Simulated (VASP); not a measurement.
# LiH (Fm-3m) in VASP: notebook

The runs below take LiH through relaxation of cell and atoms, with PBEsol.

Program: VASP 6.6.1. These are calculated values, not measurements. Logs are shortened: lines on timing, memory, paths and dates and some standing lists are left out, and cuts for length are marked.

## Step 1: The cell of the first run

It takes space group Fm-3m (No. 225, cubic). Conventional cell: a = 3.981 Å, b = 3.981 Å, c = 3.981 Å, α = 90.00°, β = 90.00°, γ = 90.00°. Li (site symmetry m-3m) has 6 H at 1.99 Å within 2.6 Å. Within 2.6 Å of H (site symmetry m-3m) lie 6 Li at 1.99 Å.

## Step 2: Relaxation of cell and atoms, PBEsol, target pressure 4 GPa, at which the enthalpy is minimised

INCAR

```
PREC = Accurate ; ENCUT = 600
EDIFF = 1E-6 ; ISMEAR = 0
SIGMA = 0.01 ; LREAL = F
LASPH = T ; NELM = 80
ALGO = Normal ; ISIF = 3
LWAVE = F ; LCHARG = F
GGA = PS ; IBRION = 2
NSW = 100 ; EDIFFG = -0.002
PSTRESS = 40.0
```

KPOINTS

```
regular mesh
0
Gamma
  10 10 10
```

POSCAR

```
LiH
1.0
    1.9903724901      1.9903724901      0.0000000000
   -1.9903724901      1.9903724901      0.0000000000
    0.0000000000      1.9903724901      1.9903724901
Li H
1 1
Direct
    0.0000000000      0.0000000000      0.0000000000
    0.5000000000      0.5000000000      0.0000000000
```

Potentials or basis: VASP PAW PBE potentials, release 64 (Li_sv, H).

Run with:

```bash
> cat potpaw_PBE.64/Li_sv/POTCAR potpaw_PBE.64/H/POTCAR > POTCAR
> mpirun -np 1 vasp_std > vasp.out
```

OUTCAR:

```text
PREC = Accurate
   ENCUT = 600
   EDIFF = 1E-6
   ISMEAR = 0
   LREAL = F
   LASPH = T
   NELM = 80
   ISIF = 3
   GGA = PS
   IBRION = 2
   NSW = 100
   EDIFFG = -0.002
   PSTRESS = 40.0

 ion  position               nearest neighbor table
   1  0.000  0.000  0.000-
   2  0.500  0.500  0.000-

  LATTYP: Found a face centered cubic cell.
 ALAT       =     3.9807449802

  Lattice vectors:

 A1 = (   0.0000000000,   1.9903724901,   1.9903724901)
 A2 = (   1.9903724901,   0.0000000000,   1.9903724901)
 A3 = (   1.9903724901,   1.9903724901,   0.0000000000)

Analysis of symmetry for initial positions (statically):
=====================================================================
 Subroutine PRICEL returns:
 Original cell was already a primitive cell.

 Routine SETGRP: Setting up the symmetry group for a
 face centered cubic supercell.

 Subroutine GETGRP returns: Found 48 space group operations
 (whereof 48 operations were pure point group operations)
 out of a pool of 48 trial point group operations.

The static configuration has the point symmetry O_h .

Analysis of symmetry for dynamics (positions and initial velocities):
=====================================================================
 Subroutine PRICEL returns:
 Original cell was already a primitive cell.

 Routine SETGRP: Setting up the symmetry group for a
 face centered cubic supercell.

 Subroutine GETGRP returns: Found 48 space group operations
 (whereof 48 operations were pure point group operations)
 out of a pool of 48 trial point group operations.

The dynamic configuration has the point symmetry O_h .

 Subroutine INISYM returns: Found 48 space group operations
 (whereof 48 operations are pure point group operations),
 and found     1 'primitive' translations

----------------------------------------------------------------------------------------

                                     Primitive cell

  volume of cell :      15.7701

  direct lattice vectors                    reciprocal lattice vectors
     1.990372490  1.990372490  0.000000000     0.251209260  0.251209260 -0.251209260
    -1.990372490  1.990372490  0.000000000    -0.251209260  0.251209260 -0.251209260
     0.000000000  1.990372490  1.990372490     0.000000000  0.000000000  0.502418520

  length of vectors
     2.814811770  2.814811770  2.814811770     0.435107201  0.435107201  0.502418520

  position of ions in fractional coordinates (direct lattice)
     0.000000000  0.000000000  0.000000000
     0.500000000  0.500000000  0.000000000

  ion indices of the primitive-cell ions
   primitive index   ion index
                 1           1
                 2           2

----------------------------------------------------------------------------------------

 KPOINTS: regular mesh

Automatic generation of k-mesh.
 Grid dimensions read from file:
 generate k-points for:   10   10   10

 Generating k-lattice:

  Cartesian coordinates                     Fractional coordinates (reciprocal lattice)
     0.025120926  0.025120926 -0.025120926     0.100000000  0.000000000  0.000000000
    -0.025120926  0.025120926 -0.025120926     0.000000000  0.100000000  0.000000000
     0.000000000  0.000000000  0.050241852     0.000000000  0.000000000  0.100000000

  Length of vectors
     0.043510720  0.043510720  0.050241852

  Shift w.r.t. Gamma in fractional coordinates (k-lattice)
     0.000000000  0.000000000  0.000000000

 Subroutine IBZKPT returns following result:
 ===========================================

 Found     47 irreducible k-points:

 Following reciprocal coordinates:
            Coordinates               Weight
  0.000000  0.000000  0.000000      1.000000
  0.100000  0.000000  0.000000      8.000000
  0.200000  0.000000  0.000000      8.000000
  0.300000  0.000000  0.000000      8.000000
  0.400000  0.000000  0.000000      8.000000
  0.500000  0.000000  0.000000      4.000000
[... 16 lines left out ...]
  0.300000  0.300000  0.000000     12.000000
  0.400000  0.300000  0.000000     24.000000
 [... further k-points ...]
   k-points           NKPTS =     47   k-points in BZ     NKDIM =     47   number of bands    NBANDS=      6
   number of dos      NEDOS =    301   number of ions     NIONS =      2
   total plane-waves  NPLWV =  13824
   dimension x,y,z NGX =    24 NGY =   24 NGZ =   24
   dimension x,y,z NGXF=    48 NGYF=   48 NGZF=   48
   ions per type =               1   1
   NGX,Y,Z   is equivalent  to a cutoff of  14.17, 14.17, 14.17 a.u.
   NGXF,Y,Z  is equivalent  to a cutoff of  28.35, 28.35, 28.35 a.u.
 SYSTEM =  unknown system
   PREC   = accura    normal or accurate (medium, high low for compatibility)
   ISTART =      0    job   : 0-new  1-cont  2-samecut
   ICHARG =      2    charge: 1-file 2-atom 10-const
   ISPIN  =      1    spin polarized calculation?
   LNONCOLLINEAR =      F non collinear calculations
   LSORBIT =      F    spin-orbit coupling
   LASPH  =      T    aspherical Exc in radial PAW
   ENCUT  =  600.0 eV  44.10 Ry    6.64 a.u.   5.62  5.62  5.62*2*pi/ulx,y,z
   NELM   =     80;   NELMIN=  2; NELMDL= -5     # of ELM steps
   EDIFF  = 0.1E-05   stopping-criterion for ELM
   LREAL  =      F    real-space projection
   EDIFFG = -.2E-02   stopping-criterion for IOM
   NSW    =    100    number of steps for IOM
   IBRION =      2    ionic relax: 0-MD 1-quasi-New 2-CG
   NFREE  =      1    steps in history (QN), initial steepest desc. (CG)
   ISIF   =      3    stress and relaxation
   ISYM   =      2    0-nonsym 1-usesym 2-fastsym
   POTIM  = 0.5000    time-step for ionic-motion
   TEBEG  =    0.0;   TEEND  =   0.0 temperature during run
   PSTRESS=   40.0 pullay stress
   NELECT =       4.0000    total number of electrons
   NUPDOWN=      -1.0000    fix difference up-down
   EMIN   =  10.00;   EMAX   =-10.00  energy-range for DOS
   EFERMI =   0.00;   METHOD = LEGACY
   ISMEAR =     0;   SIGMA  =   0.01  broadening in eV -4-tet -1-fermi 0-gaus
   EFERMI_NEDOS =   21; number of points for ismear=-14 and -15
   IALGO  =     38    algorithm
   IMIX   =      4    mixing-type and parameters
     AMIX     =   0.40;   BMIX     =  1.00
     AMIX_MAG =   1.60;   BMIX_MAG =  1.00
  volume/ion in A,a.u.               =       7.89        53.21
  Fermi-wavevector in a.u.,A,eV,Ry     =   1.036296  1.958315 14.611423  1.073909
  Thomas-Fermi vector in A             =   2.170680
   LORBIT       =      0    0 simple, 1 ext, 2 COOP (PROOUT), +10 PAW based schemes
   GGA     = PS    functional components
   LHFCALC =     F    Hartree Fock is set to
   AEXX    =    0.0000 exact exchange contribution
   IVDW    =     0    specifies the selected vdW correction
   LEPSILON=     F    determine dielectric tensor
   LRPA    =     F    only Hartree local field effects (RPA)
 conjugate gradient relaxation of ions
 non-spin polarized calculation
 Gauss-broadening in eV      SIGMA  =   0.01
  energy-cutoff  :      600.00
  volume of cell :       15.77
 maximum number of plane-waves:       544
   NGX = 11   NGY = 11   NGZ = 11

--------------------------------------- Ionic step        1  -------------------------------------------

 number of electron       3.9999997 magnetization

 Free energy of the ion-electron system (eV)
  ---------------------------------------------------
  ext. energy  EPLUGINS =         0.00000000
  ---------------------------------------------------
  free energy    TOTEN  =        -6.12135473 eV

  energy without entropy =       -6.12135473  energy(sigma->0) =       -6.12135473

------------------------ aborting loop because EDIFF is reached ----------------------------------------

  FORCE on cell =-STRESS in cart. coord.  units (eV):
  Direction    XX          YY          ZZ          XY          YZ          ZX
  --------------------------------------------------------------------------------------
  -------------------------------------------------------------------------------------
  Total       -0.0173140     -0.0173140     -0.0173140      0.0000000     -0.0000000      0.0000000
  in kB       -1.7590336     -1.7590336     -1.7590336      0.0000000     -0.0000000      0.0000000
  external PRESSURE =     -41.7590336 kB  Pullay stress =      40.0000000 kB
[... 99 lines left out ...]
  enthalpy is  TOTEN    =        -5.7476640793 eV   P V=        0.3606553777

--------------------------------------- Ionic step        4  -------------------------------------------

 number of electron       4.0000003 magnetization

 Free energy of the ion-electron system (eV)
  ---------------------------------------------------
  ext. energy  EPLUGINS =         0.00000000
  ---------------------------------------------------
  free energy    TOTEN  =        -6.10514854 eV

  energy without entropy =       -6.10514854  energy(sigma->0) =       -6.10514854

 E-fermi :   0.9807     XC(G=0):  -8.9995

 val. band max:        0.7464041468   @ k =   0.5000   0.5000   0.0000
 cond. band min:       3.3815492717   @ k =   0.5000   0.5000   0.0000
 fundamental gap:      2.6351451249
 Fermi energy:         0.9807222313

 k-point     1 :       0.0000    0.0000    0.0000
  band No.  band energies     occupation
      1     -42.8807      2.00000
      2      -5.2553      2.00000
      3      18.4279      0.00000
      4      19.6788      0.00000
      5      19.6788      0.00000
      6      19.6788      0.00000

 k-point     2 :       0.1000    0.0000    0.0000
  band No.  band energies     occupation
      1     -42.8733      2.00000
      2      -5.0726      2.00000
      3      16.4696      0.00000
      4      18.8421      0.00000
      5      19.2350      0.00000
      6      19.2350      0.00000
[... 190 lines left out ...]
 k-point    24 :       0.4000    0.3000    0.0000
  band No.  band energies     occupation
      1     -42.7850      2.00000
      2      -0.4908      2.00000
      3       5.3205      0.00000
      4       8.6352      0.00000
      5      13.7981      0.00000
      6      18.0330      0.00000

 [... further k-points ...]
[... 5 lines left out ...]
  --------------------------------------------------------------------------------------
  -------------------------------------------------------------------------------------
  Total        0.3594191      0.3594191      0.3594191     -0.0000000     -0.0000000      0.0000000
  in kB       40.2361536     40.2361536     40.2361536     -0.0000000     -0.0000000      0.0000000
  external PRESSURE =       0.2361536 kB  Pullay stress =      40.0000000 kB
[... 17 lines left out ...]
  FREE ENERGIE OF THE ION-ELECTRON SYSTEM (eV)
  ---------------------------------------------------
  free  energy   TOTEN  =        -6.1051485399 eV

  energy  without entropy=       -6.1051485399  energy(sigma->0) =       -6.10514854

  enthalpy is  TOTEN    =        -5.7478389426 eV   P V=        0.3573095973

 reached required accuracy - stopping structural energy minimisation
```

Wall time 8.3 s (1 thread of Intel Xeon 6975P-C, shared host); peak memory 0.13 GiB.

Results:

```yaml
Free_energy: -6.1051 eV
Relaxed_volume: 7.16 Å³/atom
Relaxed_cell: a = 2.725 Å, b = 2.725 Å, c = 2.725 Å, α = 60.00°, β = 60.00°, γ = 90.00°
Space_group_after_relaxing_to_0.05_Å: Fm-3m (No. 225)
Energy_change_on_relaxing_the_enthalpy_is_what_falls: +8.1 meV/atom
Ionic_steps: 4
Pressure_after_relaxing: 4.0 GPa
Band_gap_on_the_k_mesh: 2.64 eV, direct
```

The path:
```
step  energy change (eV)  largest force (eV/Å)  pressure (GPa)  volume (Å³)
   1              0.0000                0.0000           -0.18        15.77
   2              0.0011                0.0000            0.98        15.31
   3              0.0130                0.0000            3.56        14.45
   4              0.0162                0.0000            4.02        14.31
```

Final structure:
```xyz
2
Lattice="1.9270 1.9270 0.0000 -1.9270 1.9270 0.0000 0.0000 1.9270 1.9270" Properties=species:S:1:pos:R:3 pbc="T T T"
Li    0.0000    3.8541    0.0000
H     0.0000    1.9270    0.0000
```

Caveat: the cutoff is under 1.25 times the usual one of these potentials, so pressure, stress and relaxed cells hold a basis-set (Pulay) error; the cell is relaxed towards a set pressure, so the enthalpy falls and the energy may rise; the PAW data sets were made with another functional, which shifts forces and pressure a little.

## Step 3: Relaxation of cell and atoms, PBEsol, target pressure 7 GPa, at which the enthalpy is minimised

INCAR

```
ALGO = Normal ; EDIFF = 1E-6
EDIFFG = -0.002 ; ENCUT = 600
GGA = PS ; IBRION = 2
ISIF = 3 ; ISMEAR = 0
LASPH = True ; LCHARG = False
LREAL = False ; LWAVE = False
NELM = 100 ; NSW = 100
PREC = Accurate ; PSTRESS = 70.0
SIGMA = 0.01
```

KPOINTS

```
k-points
0
Gamma
  10 10 10
```

POSCAR is that of step 2.

Potentials or basis: VASP PAW PBE potentials, release 64 (Li_sv, H).

Run with:

```bash
> cat potpaw_PBE.64/Li_sv/POTCAR potpaw_PBE.64/H/POTCAR > POTCAR
> mpirun -np 1 vasp_std > vasp.out
```

Wall time 19 s (1 thread of Intel Xeon 6975P-C, shared host); peak memory 0.13 GiB.

It converged, with:

```yaml
Free_energy: -6.0796 eV
Relaxed_volume: 6.78 Å³/atom
Relaxed_cell: a = 2.677 Å, b = 2.677 Å, c = 2.677 Å, α = 60.00°, β = 60.00°, γ = 90.00°
Space_group_after_relaxing_to_0.05_Å: Fm-3m (No. 225)
Energy_change_on_relaxing_the_enthalpy_is_what_falls: +20.9 meV/atom
Ionic_steps: 19
Pressure_after_relaxing: 7.0 GPa
Band_gap_on_the_k_mesh: 2.58 eV, direct
```

Step by step:
```csv
step,energy change (eV),largest force (eV/Å),pressure (GPa),volume (Å³)
1,0.0000,0.0000,-0.18,15.77
2,0.0041,0.0000,1.89,14.98
3,0.0310,0.0000,5.86,13.83
4,0.0427,0.0000,7.09,13.54
5,0.0408,0.0000,6.90,13.58
6,0.0408,0.0000,6.90,13.58
7,0.0409,0.0000,6.90,13.58
8,0.0409,0.0000,6.90,13.58
9,0.0409,0.0000,6.90,13.58
10,0.0409,0.0000,6.90,13.58
11,0.0409,0.0000,6.90,13.58
12,0.0409,0.0000,6.90,13.58
13,0.0409,0.0000,6.90,13.58
14,0.0409,0.0000,6.90,13.58
15,0.0409,0.0000,6.90,13.58
16,0.0410,0.0000,6.91,13.58
17,0.0411,0.0000,6.91,13.58
18,0.0413,0.0000,6.92,13.57
19,0.0417,0.0000,6.99,13.56
```

Final structure:
```
Li H
1.0
     1.89274    1.89274    0.00000
    -1.89274    1.89274    0.00000
     0.00000    1.89274    1.89274
Li H
1 1
Direct
  0.00000 0.00000 0.00000
  0.50000 0.50000 0.00000
```

Levels at points of the mesh, in eV from the valence-band top:
| k point | band 1 | band 2 | band 3 | band 4 | band 5 |
| --- | --- | --- | --- | --- | --- |
| (0.00, 0.00, 0.00) | -43.61 | -6.22 | 18.45 | 19.51 | 19.51 |
| (0.50, 0.00, 0.00) | -43.52 | -3.25 | 5.13 | 15.12 | 17.88 |
| (0.50, 0.50, 0.00) | -43.49 | 0.00 | 2.58 | 11.46 | 11.46 |

Caveat: the cutoff is under 1.25 times the usual one of these potentials, so pressure, stress and relaxed cells hold a basis-set (Pulay) error; the cell is relaxed towards a set pressure, so the enthalpy falls and the energy may rise; the PAW data sets were made with another functional, which shifts forces and pressure a little. A k mesh can miss the band edges.
